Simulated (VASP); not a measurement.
# V (R-3m) in VASP: notebook

The runs below take V through single point, relaxation of cell and atoms, with PBE.

All numbers are computed with VASP 6.6.1; they aren't measurements. Logs are shortened: lines on timing, memory, paths and dates and some standing lists are left out, and cuts for length are marked.

## (1) The cell of the first run

It takes space group R-3m (No. 166, trigonal). Conventional cell: a = 4.363 Å, b = 4.363 Å, c = 2.449 Å, α = 90.00°, β = 90.00°, γ = 120.00°. Within 3.2 Å of V (site symmetry -3m) lie 14 V at 2.45 to 3.00 Å.

## (2) Single point, PBE

INCAR

```
PREC     = Accurate       # precision mode
ENCUT    = 520            # plane-wave cutoff, eV
EDIFF    = 1E-6           # SCF threshold, eV
ISMEAR   = 0              # smearing method
SIGMA    = 0.1            # smearing width, eV
LREAL    = F              # projectors in reciprocal space
LASPH    = T              # aspherical terms in the spheres
NELM     = 100            # most SCF steps
ALGO     = Fast           # electronic algorithm
ISIF     = 2              # what is computed and relaxed
LWAVE    = F              # write WAVECAR
LCHARG   = F              # write CHGCAR
GGA      = PE             # functional
NBANDS   = 12             # bands
```

KPOINTS

```
regular mesh
0
Gamma
  12 12 12
```

POSCAR

```
V
1.0
    2.1815497093      1.2595183119      0.8162677457
   -2.1815497093      1.2595183119      0.8162677457
    0.0000000000     -2.5190366238      0.8162677457
V
1
Direct
    0.0000000000      0.0000000000      0.0000000000
```

Potentials or basis: VASP PAW PBE potentials, release 64 (V_sv).

On the command line:

```
$ cat potpaw_PBE.64/V_sv/POTCAR > POTCAR
$ mpirun -np 1 vasp_std > vasp.out
```

OUTCAR:

```text
PREC = Accurate
   ENCUT = 520
   EDIFF = 1E-6
   ISMEAR = 0
   LREAL = F
   LASPH = T
   NELM = 100
   ISIF = 2
   GGA = PE

 ion  position               nearest neighbor table
   1  0.000  0.000  0.000-

  LATTYP: Found a trigonal (rhomboedric) cell.
 ALAT       =     2.6479876406
 COS(alpha) =    -0.3574639814

  Lattice vectors:

 A1 = (   2.1815497093,   1.2595183119,   0.8162677457)
 A2 = (  -2.1815497093,   1.2595183119,   0.8162677457)
 A3 = (   0.0000000000,  -2.5190366238,   0.8162677457)

Analysis of symmetry for initial positions (statically):
=====================================================================
 Subroutine PRICEL returns:
 Original cell was already a primitive cell.

 Routine SETGRP: Setting up the symmetry group for a
 trigonal (rhombohedral) supercell.

 Subroutine GETGRP returns: Found 12 space group operations
 (whereof 12 operations were pure point group operations)
 out of a pool of 12 trial point group operations.

The static configuration has the point symmetry D_3d.

Analysis of symmetry for dynamics (positions and initial velocities):
=====================================================================
 Subroutine PRICEL returns:
 Original cell was already a primitive cell.

 Routine SETGRP: Setting up the symmetry group for a
 trigonal (rhombohedral) supercell.

 Subroutine GETGRP returns: Found 12 space group operations
 (whereof 12 operations were pure point group operations)
 out of a pool of 12 trial point group operations.

The dynamic configuration has the point symmetry D_3d.

 Subroutine INISYM returns: Found 12 space group operations
 (whereof 12 operations are pure point group operations),
 and found     1 'primitive' translations

----------------------------------------------------------------------------------------

                                     Primitive cell

  volume of cell :      13.4572

  direct lattice vectors                    reciprocal lattice vectors
     2.181549709  1.259518312  0.816267746     0.229194869  0.132325719  0.408362740
    -2.181549709  1.259518312  0.816267746    -0.229194869  0.132325719  0.408362740
     0.000000000 -2.519036624  0.816267746     0.000000000 -0.264651439  0.408362740

  length of vectors
     2.647987641  2.647987641  2.647987641     0.486621528  0.486621528  0.486621528

  position of ions in fractional coordinates (direct lattice)
     0.000000000  0.000000000  0.000000000

  ion indices of the primitive-cell ions
   primitive index   ion index
[... 81 lines left out ...]
   POTIM  = 0.5000    time-step for ionic-motion
   TEBEG  =    0.0;   TEEND  =   0.0 temperature during run
   PSTRESS=    0.0 pullay stress
   NELECT =      13.0000    total number of electrons
   NUPDOWN=      -1.0000    fix difference up-down
   EMIN   =  10.00;   EMAX   =-10.00  energy-range for DOS
   EFERMI =   0.00;   METHOD = LEGACY
   ISMEAR =     0;   SIGMA  =   0.10  broadening in eV -4-tet -1-fermi 0-gaus
   EFERMI_NEDOS =   21; number of points for ismear=-14 and -15
   IALGO  =     68    algorithm
   IMIX   =      4    mixing-type and parameters
     AMIX     =   0.40;   BMIX     =  1.00
     AMIX_MAG =   1.60;   BMIX_MAG =  1.00
  volume/ion in A,a.u.               =      13.46        90.81
  Fermi-wavevector in a.u.,A,eV,Ry     =   1.618346  3.058231 35.634266  2.619045
  Thomas-Fermi vector in A             =   2.712624
   LORBIT       =      0    0 simple, 1 ext, 2 COOP (PROOUT), +10 PAW based schemes
   GGA     = PE    functional components
   LHFCALC =     F    Hartree Fock is set to
   AEXX    =    0.0000 exact exchange contribution
   IVDW    =     0    specifies the selected vdW correction
   LEPSILON=     F    determine dielectric tensor
   LRPA    =     F    only Hartree local field effects (RPA)
 non-spin polarized calculation
 RMM-DIIS sequential band-by-band and
 Gauss-broadening in eV      SIGMA  =   0.10
  energy-cutoff  :      520.00
  volume of cell :       13.46
 maximum number of plane-waves:       372
   NGX =  9   NGY =  9   NGZ =  9

 number of electron      13.0000009 magnetization

 Free energy of the ion-electron system (eV)
  ---------------------------------------------------
  ext. energy  EPLUGINS =         0.00000000
  ---------------------------------------------------
  free energy    TOTEN  =        -8.99260715 eV

  energy without entropy =       -8.98438000  energy(sigma->0) =       -8.98849358

 E-fermi :   9.7333     XC(G=0): -12.9022

 val. band max:        9.7317311449   @ k =  -0.1667   0.2500   0.1667
 cond. band min:       9.7360789968   @ k =  -0.1667  -0.3333   0.0833
 fundamental gap:      0.0043478519
 Fermi energy:         9.7333402644

 k-point     1 :       0.0000    0.0000    0.0000
  band No.  band energies     occupation
      1     -54.0004      2.00000
      2     -27.3744      2.00000
      3     -27.3744      2.00000
      4     -27.0964      2.00000
      5       3.1412      2.00000
      6       9.4997      1.99905
      7      10.3253      0.00000
      8      10.3253      0.00000
      9      12.2938      0.00000
     10      12.2938      0.00000
     11      28.8540      0.00000
     12      30.8641      0.00000
[... 331 lines left out ...]
 k-point    24 :      -0.4167    0.1667   -0.0000
  band No.  band energies     occupation
      1     -53.8184      2.00000
      2     -27.9274      2.00000
      3     -27.5647      2.00000
      4     -27.4225      2.00000
      5       6.8037      2.00000
      6       8.9055      2.00000
      7       9.5439      1.99261
      8      11.5980      0.00000
      9      12.4967      0.00000
     10      13.5785      0.00000
     11      24.3620      0.00000
     12      24.6152      0.00000

 [... further k-points ...]

------------------------ aborting loop because EDIFF is reached ----------------------------------------

  FORCE on cell =-STRESS in cart. coord.  units (eV):
  Direction    XX          YY          ZZ          XY          YZ          ZX
  --------------------------------------------------------------------------------------
  -------------------------------------------------------------------------------------
  Total        0.0457144      0.0457144      0.0482523      0.0000000      0.0000000      0.0000000
  in kB        5.4426510      5.4426510      5.7448034      0.0000000      0.0000000      0.0000000
  external PRESSURE =       5.5433685 kB  Pullay stress =       0.0000000 kB

 VOLUME and BASIS-vectors are now :
 -----------------------------------------------------------------------------
  energy-cutoff  :      520.00
  volume of cell :       13.46
      direct lattice vectors                 reciprocal lattice vectors
     2.181549709  1.259518312  0.816267746     0.229194869  0.132325719  0.408362740
    -2.181549709  1.259518312  0.816267746    -0.229194869  0.132325719  0.408362740
     0.000000000 -2.519036624  0.816267746     0.000000000 -0.264651439  0.408362740

 POSITION                                       TOTAL-FORCE (eV/Angst)
 -----------------------------------------------------------------------------------
      0.00000      0.00000      0.00000         0.000000      0.000000      0.000000
 -----------------------------------------------------------------------------------
    total drift:                               -0.000000      0.000000     -0.000000

  FREE ENERGIE OF THE ION-ELECTRON SYSTEM (eV)
  ---------------------------------------------------
  free  energy   TOTEN  =        -8.9926071542 eV

  energy  without entropy=       -8.9843800006  energy(sigma->0) =       -8.98849358
```

It took 17 s on 1 thread of AMD EPYC 9R45 (Zen 5), shared host; peak memory 0.11 GiB.

Results:

| Item | Value |
| --- | --- |
| Free energy | -8.9926 eV |
| Pressure | 0.6 GPa |
| Band gap on the k mesh | zero (an odd number of electrons rules out a gap without spin polarisation) |

Levels at points of the mesh, in eV from the Fermi level:
| k point | band 3 | band 4 | band 5 | band 6 | band 7 | band 8 | band 9 | band 10 | band 11 | band 12 |
| --- | --- | --- | --- | --- | --- | --- | --- | --- | --- | --- |
| (0.00, 0.00, 0.00) | -37.11 | -36.83 | -6.59 | -0.23 | 0.59 | 0.59 | 2.56 | 2.56 | 19.12 | 21.13 |
| (0.50, 0.00, 0.00) | -37.36 | -37.08 | -3.16 | -1.05 | 2.20 | 2.25 | 2.50 | 4.26 | 10.77 | 15.45 |
| (0.50, 0.50, 0.00) | -37.30 | -36.88 | -3.21 | -1.30 | 1.14 | 2.69 | 3.01 | 3.94 | 9.62 | 15.81 |
| (0.50, 0.50, 0.50) | -37.58 | -37.58 | -3.01 | -3.01 | 3.42 | 3.42 | 4.30 | 10.06 | 10.06 | 10.70 |

## (3) Relaxation of cell and atoms, PBE

INCAR

```
SYSTEM = V
ALGO = Normal
EDIFF = 1E-6
EDIFFG = -0.04
ENCUT = 600
GGA = PE
IBRION = 2
ISIF = 3
ISMEAR = 0
LASPH = .TRUE.
LCHARG = .FALSE.
LREAL = .FALSE.
LWAVE = .FALSE.
NELM = 60
NSW = 90
PREC = Accurate
SIGMA = 0.1
```

KPOINTS

```
k-points
0
G
  12 12 12
  0 0 0
```

POSCAR is that of step 2.

Potentials or basis: VASP PAW PBE potentials, release 64 (V_sv).

On the command line:

```
$ cat potpaw_PBE.64/V_sv/POTCAR > POTCAR
$ mpirun -np 1 vasp_std > vasp.out
```

OUTCAR:

```text
SYSTEM = V
   EDIFF = 1E-6
   EDIFFG = -0.04
   ENCUT = 600
   GGA = PE
   IBRION = 2
   ISIF = 3
   ISMEAR = 0
   LASPH = .TRUE.
   LREAL = .FALSE.
   NELM = 60
   NSW = 90
   PREC = Accurate

 ion  position               nearest neighbor table
   1  0.000  0.000  0.000-

  LATTYP: Found a trigonal (rhomboedric) cell.
 ALAT       =     2.6479876406
 COS(alpha) =    -0.3574639814

  Lattice vectors:
[... 495 lines left out ...]
      9      12.4967      0.00000
     10      13.5786      0.00000

 [... further k-points ...]

------------------------ aborting loop because EDIFF is reached ----------------------------------------

  FORCE on cell =-STRESS in cart. coord.  units (eV):
  Direction    XX          YY          ZZ          XY          YZ          ZX
  --------------------------------------------------------------------------------------
  -------------------------------------------------------------------------------------
  Total        0.0340408      0.0340408      0.0363913      0.0000000     -0.0000000      0.0000000
  in kB        4.0528105      4.0528105      4.3326657      0.0000000     -0.0000000      0.0000000
  external PRESSURE =       4.1460955 kB  Pullay stress =       0.0000000 kB

 VOLUME and BASIS-vectors are now :
 -----------------------------------------------------------------------------
  energy-cutoff  :      600.00
  volume of cell :       13.46
      direct lattice vectors                 reciprocal lattice vectors
     2.181549709  1.259518312  0.816267746     0.229194869  0.132325719  0.408362740
    -2.181549709  1.259518312  0.816267746    -0.229194869  0.132325719  0.408362740
     0.000000000 -2.519036624  0.816267746     0.000000000 -0.264651439  0.408362740

 POSITION                                       TOTAL-FORCE (eV/Angst)
 -----------------------------------------------------------------------------------
      0.00000      0.00000      0.00000         0.000000     -0.000000      0.000000
 -----------------------------------------------------------------------------------
    total drift:                                0.000000      0.000000      0.000000

  FREE ENERGIE OF THE ION-ELECTRON SYSTEM (eV)
  ---------------------------------------------------
  free  energy   TOTEN  =        -8.9925381661 eV

  energy  without entropy=       -8.9843106573  energy(sigma->0) =       -8.98842441

 reached required accuracy - stopping structural energy minimisation
```

Wall time 17 s (1 thread of AMD EPYC 9R45 (Zen 5), shared host); peak memory 0.13 GiB.

What came out:

```yaml
Free_energy: -8.9925 eV
Pressure_after_relaxing: 0.4 GPa
Band_gap_on_the_k_mesh: zero (an odd number of electrons rules out a gap without spin polarisation)
```

Final structure:
```
V
1.0
     2.18155    1.25952    0.81627
    -2.18155    1.25952    0.81627
     0.00000   -2.51904    0.81627
V
1
Direct
  0.00000 0.00000 0.00000
```

Caveat: the relaxation stopped at its first step, so nothing moved.
